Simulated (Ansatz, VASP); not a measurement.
**Two plane-wave programs on MoS2**

The input INCAR:

```
SYSTEM = MoS2
ALGO     = Normal         ! electronic algorithm
EDIFF    = 1E-6           ! SCF threshold, eV
ENCUT    = 520            ! plane-wave cutoff, eV
GGA      = PS             ! functional
ISIF     = 2              ! what is computed and relaxed
ISMEAR   = -1             ! smearing method
LASPH    = .TRUE.         ! aspherical terms in the spheres
LCHARG   = .TRUE.         ! write CHGCAR
LELF     = .TRUE.         ! ELF
LREAL    = .FALSE.        ! projectors in reciprocal space
LVHAR    = .TRUE.       
LWAVE    = .FALSE.        ! write WAVECAR
NBANDS   = 35             ! bands
NELM     = 60             ! most SCF steps
PREC     = Accurate       ! precision mode
SIGMA    = 0.05           ! smearing width, eV
```

File KPOINTS:

```
k-points
0
G
  8 8 1
  0 0 0
```

The input POSCAR:

```
MoS2
1.0
    3.1845414560      0.0000000000      0.0000000000
   -1.5922707280      2.7578938003      0.0000000000
    0.0000000000      0.0000000000     22.1039454144
Mo S
2 4
Direct
    0.3333333333      0.6666666667      0.8511602300
    0.6666666667      0.3333333333      0.1488397700
    0.6666666667      0.3333333333      0.7796253900
    0.3333333333      0.6666666667      0.0772510000
    0.6666666667      0.3333333333      0.9227490000
    0.3333333333      0.6666666667      0.2203746100
```

input.yaml

```yaml
crystal:
  lattice:
    - [3.184541456, 0.0, 0.0]
    - [-1.592270728, 2.7578938003, 0.0]
    - [0.0, 0.0, 22.1039454144]
  atoms:
    - { symbol: Mo, position: [0.3333333333, 0.6666666667, 0.85116023] }
    - { symbol: Mo, position: [0.6666666667, 0.3333333333, 0.14883977] }
    - { symbol: S, position: [0.6666666667, 0.3333333333, 0.77962539] }
    - { symbol: S, position: [0.3333333333, 0.6666666667, 0.077251] }
    - { symbol: S, position: [0.6666666667, 0.3333333333, 0.922749] }
    - { symbol: S, position: [0.3333333333, 0.6666666667, 0.22037461] }
hamiltonian:
  xc: pbesol
  pseudopotentials: { kind: paw }
kpoints:
  mp_grid: { grid: [8, 8, 1] }
scf:
  occupations: { method: fermi_dirac, width: 0.05 }
output:
  forces: true
  stress: true
  eigenvalues: true
```

Alike in both runs: task single point; functional PBEsol; k mesh 8 × 8 × 1; occupations fermi-dirac, width 0.05 eV; no spin polarisation.

|  | VASP | Ansatz |
| --- | --- | --- |
| version | VASP 6.6.1 | Ansatz 0.2.0 |
| potentials or method | VASP PAW PBE potentials, release 64 (Mo_sv, S) | Ansatz PAW |
| plane-wave cutoff (eV) | 520 | 420 |
| valence electrons in the cell | 52 | 52 |

|  | VASP | Ansatz | Ansatz less VASP |
| --- | --- | --- | --- |
| gap on the k mesh at the Fermi level (eV) | 1.58 | 1.57 | -0.012 |
| least direct gap on the mesh (eV) | 1.98 | 1.97 | -0.004 |
| rms of the force components (eV/Å) | 0.322 | 0.323 | +0.0015 |

VASP's potentials were made for PBE, not for PBEsol. Atom by atom the forces differ by 0.001 eV/Å (rms over components). The functional is the same, so the differences come from potentials, cutoffs and numerics.
